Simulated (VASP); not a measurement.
Input of a VASP 6.6.1 run:

The input INCAR:

```
SYSTEM = MgI2
ALGO = Normal
EDIFF = 1E-7
ENCUT = 520
GGA = PE
ISIF = 2
ISMEAR = 0
LASPH = .TRUE.
LCHARG = .FALSE.
LREAL = .FALSE.
LWAVE = .FALSE.
NBANDS = 15
NELM = 80
PREC = Accurate
SIGMA = 0.05
```

KPOINTS

```
k-points
0
G
  6 6 4
  0 0 0
```

The input POSCAR:

```
MgI2
1.0
    4.0918639477      0.0000000000      0.0000000000
   -2.0459319739      3.5436581276      0.0000000000
    0.0000000000      0.0000000000      7.5975677033
Mg I
1 2
Direct
    0.0000000000      0.0000000000      0.0000000000
    0.3333333333      0.6666666667      0.7705052557
    0.6666666667      0.3333333333      0.2294947443
```

Potentials or basis: VASP PAW PBE potentials, release 64 (Mg, I).

Run with:

```bash
$ cat potpaw_PBE.64/Mg/POTCAR potpaw_PBE.64/I/POTCAR > POTCAR
$ mpirun -np 1 vasp_std > vasp.out
```

(1) Predict the band gap on the k mesh.

(2) Predict the pressure.

(3) Predict the largest force.

## Answers

(1) 3.42 eV, indirect (least direct gap 3.63 eV).

(2) 0.6 GPa.

(3) 0.177 eV/Å.

Caveat: spin-orbit coupling is left out, which moves the levels of the heavy elements; this functional lacks dispersion, which binds the layers, so the pressure and a relaxed spacing across them are unreliable.
